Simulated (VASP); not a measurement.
# MgO (P6_3/mmc) in VASP: single point with PBE

Aim: the single point of MgO with PBE.

All numbers are computed with VASP 6.6.1; they aren't measurements. Logs are shortened: lines on timing, memory, paths and dates and some standing lists are left out, and cuts for length are marked.

### 1 The cell of the first run

Symmetry: P6_3/mmc, No. 194, hexagonal system. The conventional cell has a = 3.521 Å, b = 3.521 Å, c = 4.239 Å, α = 90.00°, β = 90.00°, γ = 120.00°. Within 2.7 Å of Mg (site symmetry -6m2) lie 5 O at 2.03 to 2.12 Å. Within 2.7 Å of O (site symmetry -6m2) lie 5 Mg at 2.03 to 2.12 Å.

### 2 Single point, PBE

INCAR reads:

```
SYSTEM = MgO
PREC     = Accurate       ! precision mode
ENCUT    = 600            ! plane-wave cutoff, eV
EDIFF    = 1E-6           ! SCF threshold, eV
ISMEAR   = 0              ! smearing method
SIGMA    = 0.05           ! smearing width, eV
LREAL    = .FALSE.        ! projectors in reciprocal space
LASPH    = .TRUE.         ! aspherical terms in the spheres
NELM     = 120            ! most SCF steps
ALGO     = Normal         ! electronic algorithm
ISIF     = 2              ! what is computed and relaxed
LWAVE    = .FALSE.        ! write WAVECAR
LCHARG   = .FALSE.        ! write CHGCAR
GGA      = PE             ! functional
NBANDS   = 36             ! bands
GGA_COMPAT= .FALSE.
```

KPOINTS reads:

```
Automatic mesh
0
G
  7 7 2
  0 0 0
```

POSCAR reads:

```
MgO
1.0
   -3.5213164963      0.0000000000      0.0000000000
   -1.7606582481     -3.0495495406      0.0000000000
    0.0000000000      0.0000000000     12.7181472718
Mg O
6 6
Direct
    0.6666666667      0.6666666667      0.2500000000
    0.6666666667      0.6666666667      0.5833333333
    0.6666666667      0.6666666667      0.9166666667
    0.3333333333      0.3333333333      0.0833333333
    0.3333333333      0.3333333333      0.4166666667
    0.3333333333      0.3333333333      0.7500000000
    0.6666666667      0.6666666667      0.0833333333
    0.6666666667      0.6666666667      0.4166666667
    0.6666666667      0.6666666667      0.7500000000
    0.3333333333      0.3333333333      0.2500000000
    0.3333333333      0.3333333333      0.5833333333
    0.3333333333      0.3333333333      0.9166666667
```

Potentials or basis: VASP PAW PBE potentials, release 64 (Mg, O).

Run with:

```bash
cat potpaw_PBE.64/Mg/POTCAR potpaw_PBE.64/O/POTCAR > POTCAR
mpirun -np 1 vasp_std > vasp.out
```

OUTCAR:

```text
SYSTEM = MgO
   PREC = Accurate
   ENCUT = 600
   EDIFF = 1E-6
   ISMEAR = 0
   LREAL = .FALSE.
   LASPH = .TRUE.
   NELM = 120
   ISIF = 2
   GGA = PE

 ion  position               nearest neighbor table
   1  0.667  0.667  0.250-  10 2.03  10 2.03  10 2.03   8 2.12   7 2.12   5 2.94   4 2.94   4 2.94
                             5 2.94   5 2.94   4 2.94
   2  0.667  0.667  0.583-  11 2.03  11 2.03  11 2.03   8 2.12   9 2.12   5 2.94   5 2.94   5 2.94
                             6 2.94   6 2.94   6 2.94
   3  0.667  0.667  0.917-  12 2.03  12 2.03  12 2.03   7 2.12   9 2.12   4 2.94   4 2.94   4 2.94
                             6 2.94   6 2.94   6 2.94
   4  0.333  0.333  0.083-   7 2.03   7 2.03   7 2.03  12 2.12  10 2.12   3 2.94   3 2.94   3 2.94
                             1 2.94   1 2.94   1 2.94
   5  0.333  0.333  0.417-   8 2.03   8 2.03   8 2.03  11 2.12  10 2.12   2 2.94   2 2.94   2 2.94
                             1 2.94   1 2.94   1 2.94
   6  0.333  0.333  0.750-   9 2.03   9 2.03   9 2.03  11 2.12  12 2.12   3 2.94   2 2.94   2 2.94
                             3 2.94   3 2.94   2 2.94
   7  0.667  0.667  0.083-   4 2.03   4 2.03   4 2.03   3 2.12   1 2.12
   8  0.667  0.667  0.417-   5 2.03   5 2.03   5 2.03   2 2.12   1 2.12
   9  0.667  0.667  0.750-   6 2.03   6 2.03   6 2.03   3 2.12   2 2.12
  10  0.333  0.333  0.250-   1 2.03   1 2.03   1 2.03   4 2.12   5 2.12
  11  0.333  0.333  0.583-   2 2.03   2 2.03   2 2.03   5 2.12   6 2.12
  12  0.333  0.333  0.917-   3 2.03   3 2.03   3 2.03   4 2.12   6 2.12

  LATTYP: Found a hexagonal cell.
 ALAT       =     3.5213164963
 C/A-ratio  =     3.6117592057

  Lattice vectors:

 A1 = (   1.7606582481,   3.0495495406,   0.0000000000)
 A2 = (  -3.5213164963,   0.0000000000,   0.0000000000)
 A3 = (   0.0000000000,   0.0000000000,  12.7181472718)

Analysis of symmetry for initial positions (statically):
=====================================================================
 Subroutine PRICEL returns following result:

  LATTYP: Found a hexagonal cell.
 ALAT       =     3.5213164963
 C/A-ratio  =     1.2039197351

  Lattice vectors:

 A1 = (   1.7606582481,   3.0495495406,   0.0000000000)
 A2 = (  -3.5213164963,   0.0000000000,   0.0000000000)
 A3 = (   0.0000000000,   0.0000000000,   4.2393824235)

   3 primitive cells build up your supercell.

 Routine SETGRP: Setting up the symmetry group for a
 hexagonal supercell.

 Subroutine GETGRP returns: Found 24 space group operations
 (whereof 12 operations were pure point group operations)
 out of a pool of 24 trial point group operations.

The static configuration has the point symmetry D_3d.
 The point group associated with its full space group is D_6h.

Analysis of symmetry for dynamics (positions and initial velocities):
=====================================================================
 Subroutine PRICEL returns following result:

  LATTYP: Found a hexagonal cell.
 ALAT       =     3.5213164963
 C/A-ratio  =     1.2039197351

  Lattice vectors:

 A1 = (   1.7606582481,   3.0495495406,   0.0000000000)
 A2 = (  -3.5213164963,   0.0000000000,   0.0000000000)
 A3 = (   0.0000000000,   0.0000000000,   4.2393824235)

   3 primitive cells build up your supercell.

 Routine SETGRP: Setting up the symmetry group for a
 hexagonal supercell.

 Subroutine GETGRP returns: Found 24 space group operations
 (whereof 12 operations were pure point group operations)
 out of a pool of 24 trial point group operations.

The dynamic configuration has the point symmetry D_3d.
 The point group associated with its full space group is D_6h.

 Subroutine INISYM returns: Found 24 space group operations
 (whereof 12 operations are pure point group operations),
 and found     3 'primitive' translations

----------------------------------------------------------------------------------------

                                     Primitive cell

  volume of cell :      45.5243

  direct lattice vectors                    reciprocal lattice vectors
     1.760658248  3.049549541  0.000000000     0.000000000  0.327917283  0.000000000
    -3.521316496  0.000000000  0.000000000    -0.283984697  0.163958642  0.000000000
     0.000000000  0.000000000  4.239382424     0.000000000  0.000000000  0.235883414

  length of vectors
     3.521316496  3.521316496  4.239382424     0.327917283  0.327917283  0.235883414

  position of ions in fractional coordinates (direct lattice)
     0.333333333  0.666666667  0.750000000
     0.666666667  0.333333333  0.250000000
     0.333333333  0.666666667  0.250000000
     0.666666667  0.333333333  0.750000000

  ion indices of the primitive-cell ions
   primitive index   ion index
                 1           1
                 2           4
                 3           7
                 4          10

----------------------------------------------------------------------------------------

 KPOINTS: Automatic mesh

Automatic generation of k-mesh.
 Grid dimensions read from file:
 generate k-points for:    7    7    2

 Generating k-lattice:

  Cartesian coordinates                     Fractional coordinates (reciprocal lattice)
    -0.040569242  0.023422663  0.000000000     0.142857143  0.000000000  0.000000000
     0.000000000 -0.046845326  0.000000000     0.000000000  0.142857143  0.000000000
     0.000000000  0.000000000  0.039313902     0.000000000  0.000000000  0.500000000

  Length of vectors
     0.046845326  0.046845326  0.039313902

  Shift w.r.t. Gamma in fractional coordinates (k-lattice)
     0.000000000  0.000000000  0.000000000

 Subroutine IBZKPT returns following result:
 ===========================================

 Found     16 irreducible k-points:

 Following reciprocal coordinates:
            Coordinates               Weight
  0.000000  0.000000  0.000000      1.000000
  0.142857  0.000000  0.000000      6.000000
  0.285714  0.000000  0.000000      6.000000
  0.428571  0.000000  0.000000      6.000000
  0.285714  0.142857  0.000000      6.000000
  0.428571  0.142857  0.000000     12.000000
[... 8 lines left out ...]
 -0.428571  0.142857  0.500000      6.000000
 -0.428571  0.285714  0.500000      6.000000
   k-points           NKPTS =     16   k-points in BZ     NKDIM =     16   number of bands    NBANDS=     36
   number of dos      NEDOS =    301   number of ions     NIONS =     12
   total plane-waves  NPLWV =  84672
   dimension x,y,z NGX =    28 NGY =   28 NGZ =  108
   dimension x,y,z NGXF=    56 NGYF=   56 NGZF=  216
   ions per type =               6   6
   NGX,Y,Z   is equivalent  to a cutoff of  13.22, 13.22, 14.12 a.u.
   NGXF,Y,Z  is equivalent  to a cutoff of  26.44, 26.44, 28.23 a.u.
 SYSTEM =  MgO
   PREC   = accura    normal or accurate (medium, high low for compatibility)
   ISTART =      0    job   : 0-new  1-cont  2-samecut
   ICHARG =      2    charge: 1-file 2-atom 10-const
   ISPIN  =      1    spin polarized calculation?
   LNONCOLLINEAR =      F non collinear calculations
   LSORBIT =      F    spin-orbit coupling
   LASPH  =      T    aspherical Exc in radial PAW
   ENCUT  =  600.0 eV  44.10 Ry    6.64 a.u.   7.03  7.03 25.40*2*pi/ulx,y,z
   NELM   =    120;   NELMIN=  2; NELMDL= -5     # of ELM steps
   EDIFF  = 0.1E-05   stopping-criterion for ELM
   LREAL  =      F    real-space projection
   EDIFFG = 0.1E-04   stopping-criterion for IOM
   NSW    =      0    number of steps for IOM
   IBRION =     -1    ionic relax: 0-MD 1-quasi-New 2-CG
   NFREE  =      0    steps in history (QN), initial steepest desc. (CG)
   ISIF   =      2    stress and relaxation
   ISYM   =      2    0-nonsym 1-usesym 2-fastsym
   POTIM  = 0.5000    time-step for ionic-motion
   TEBEG  =    0.0;   TEEND  =   0.0 temperature during run
   PSTRESS=    0.0 pullay stress
   NELECT =      48.0000    total number of electrons
   NUPDOWN=      -1.0000    fix difference up-down
   EMIN   =  10.00;   EMAX   =-10.00  energy-range for DOS
   EFERMI =   0.00;   METHOD = LEGACY
   ISMEAR =     0;   SIGMA  =   0.05  broadening in eV -4-tet -1-fermi 0-gaus
   EFERMI_NEDOS =   21; number of points for ismear=-14 and -15
   IALGO  =     38    algorithm
   IMIX   =      4    mixing-type and parameters
     AMIX     =   0.40;   BMIX     =  1.00
     AMIX_MAG =   1.60;   BMIX_MAG =  1.00
  volume/ion in A,a.u.               =      11.38        76.80
  Fermi-wavevector in a.u.,A,eV,Ry     =   1.155315  2.183229 18.160411  1.334753
  Thomas-Fermi vector in A             =   2.291944
   LORBIT       =      0    0 simple, 1 ext, 2 COOP (PROOUT), +10 PAW based schemes
   GGA     = PE    functional components
   LHFCALC =     F    Hartree Fock is set to
   AEXX    =    0.0000 exact exchange contribution
   IVDW    =     0    specifies the selected vdW correction
   LEPSILON=     F    determine dielectric tensor
   LRPA    =     F    only Hartree local field effects (RPA)
 non-spin polarized calculation
 Gauss-broadening in eV      SIGMA  =   0.05
  energy-cutoff  :      600.00
  volume of cell :      136.57
 maximum number of plane-waves:      4579
   NGX = 15   NGY = 15   NGZ = 51

 number of electron      47.9999998 magnetization

 Free energy of the ion-electron system (eV)
  ---------------------------------------------------
  ext. energy  EPLUGINS =         0.00000000
  ---------------------------------------------------
  free energy    TOTEN  =       -71.04414354 eV

  energy without entropy =      -71.04414354  energy(sigma->0) =      -71.04414354

 E-fermi :   2.0766     XC(G=0):  -9.9231

 val. band max:        1.7890883545   @ k =   0.0000   0.0000   0.0000
 cond. band min:       5.0483852785   @ k =   0.0000   0.0000   0.0000
 fundamental gap:      3.2592969240
 Fermi energy:         2.0765604579

 k-point     1 :       0.0000    0.0000    0.0000
  band No.  band energies     occupation
      1     -15.0036      2.00000
      2     -14.6811      2.00000
      3     -14.6811      2.00000
      4     -14.0266      2.00000
      5     -14.0266      2.00000
      6     -13.6988      2.00000
[... 613 lines left out ...]
     35      12.9844      0.00000
     36      12.9844      0.00000

------------------------ aborting loop because EDIFF is reached ----------------------------------------

  FORCE on cell =-STRESS in cart. coord.  units (eV):
  Direction    XX          YY          ZZ          XY          YZ          ZX
  --------------------------------------------------------------------------------------
  -------------------------------------------------------------------------------------
  Total       -0.5858252     -0.5858252     -0.7243243      0.0000000      0.0000000      0.0000000
  in kB       -6.8724880     -6.8724880     -8.4972625      0.0000000      0.0000000      0.0000000
  external PRESSURE =      -7.4140795 kB  Pullay stress =       0.0000000 kB

 VOLUME and BASIS-vectors are now :
 -----------------------------------------------------------------------------
  energy-cutoff  :      600.00
  volume of cell :      136.57
      direct lattice vectors                 reciprocal lattice vectors
    -3.521316496  0.000000000  0.000000000    -0.283984697  0.163958642  0.000000000
    -1.760658248 -3.049549541  0.000000000     0.000000000 -0.327917283  0.000000000
     0.000000000  0.000000000 12.718147272     0.000000000  0.000000000  0.078627805

 POSITION                                       TOTAL-FORCE (eV/Angst)
 -----------------------------------------------------------------------------------
     -3.52132     -2.03303      3.17954        -0.000000     -0.000000      0.000000
     -3.52132     -2.03303      7.41892         0.000000     -0.000000      0.000000
     -3.52132     -2.03303     11.65830        -0.000000     -0.000000      0.000000
     -1.76066     -1.01652      1.05985         0.000000      0.000000      0.000000
     -1.76066     -1.01652      5.29923         0.000000      0.000000      0.000000
     -1.76066     -1.01652      9.53861        -0.000000      0.000000      0.000000
     -3.52132     -2.03303      1.05985         0.000000     -0.000000      0.000000
     -3.52132     -2.03303      5.29923        -0.000000     -0.000000     -0.000000
     -3.52132     -2.03303      9.53861        -0.000000     -0.000000     -0.000000
     -1.76066     -1.01652      3.17954         0.000000     -0.000000     -0.000000
     -1.76066     -1.01652      7.41892         0.000000     -0.000000      0.000000
     -1.76066     -1.01652     11.65830        -0.000000     -0.000000     -0.000000
 -----------------------------------------------------------------------------------
    total drift:                               -0.000001      0.000001     -0.000001

  FREE ENERGIE OF THE ION-ELECTRON SYSTEM (eV)
  ---------------------------------------------------
  free  energy   TOTEN  =       -71.0441435370 eV

  energy  without entropy=      -71.0441435370  energy(sigma->0) =      -71.04414354
```

It took 1.9 min on 1 thread of Intel Xeon Platinum 8375C at 2.90GHz (Ice Lake), shared host; peak memory 0.31 GiB.

What came out:

```yaml
Free_energy: -71.0441 eV
Pressure: -0.7 GPa
Band_gap_on_the_k_mesh: 3.26 eV
```
